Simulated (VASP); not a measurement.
Input of a VASP 6.6.1 run:

INCAR

```
PREC = Accurate
ENCUT = 520
EDIFF = 1E-7
ISMEAR = -1
SIGMA = 0.1
LREAL = F
LASPH = T
NELM = 100
ALGO = Normal
ISIF = 2
LWAVE = F
LCHARG = F
GGA = B5
ALDAX = 1.0
AGGAX = 1.0
AGGAC = 1.0
ALDAC = 0.0
NBANDS = 14
```

File KPOINTS:

```
Automatic mesh
0
Gamma
  16 16 8
```

POSCAR

```
Re
1.0
   -1.8132762854      1.4893180092      1.3292132971
    1.4893180092     -1.8132762854      1.3292132971
    3.3480380954      3.3480380954     -1.9225434732
Re
2
Direct
    0.9582632107      0.0417367893      1.0000000000
    0.7917367893      0.2082632107      0.5000000000
```

Potentials or basis: VASP PAW PBE potentials, release 64 (Re).

Run with:

```console
$ cat potpaw_PBE.64/Re/POTCAR > POTCAR
$ mpirun -np 1 vasp_std > vasp.out
```

Q: Estimate the pressure.

A: 59.0 GPa.

Q: What does it give for the band gap on the k mesh?

A: Zero (bands 7 and 8 overlap by 3.65 eV).

Stress tensor (GPa, compression positive):
```
59.14  0.11  0.12
 0.11 59.14  0.12
 0.12  0.12 58.62
```

Caveat: the cell stands under pressure; the PAW data sets were made with another functional, which shifts forces and pressure a little; spin-orbit coupling is left out, which moves the levels of the heavy elements.
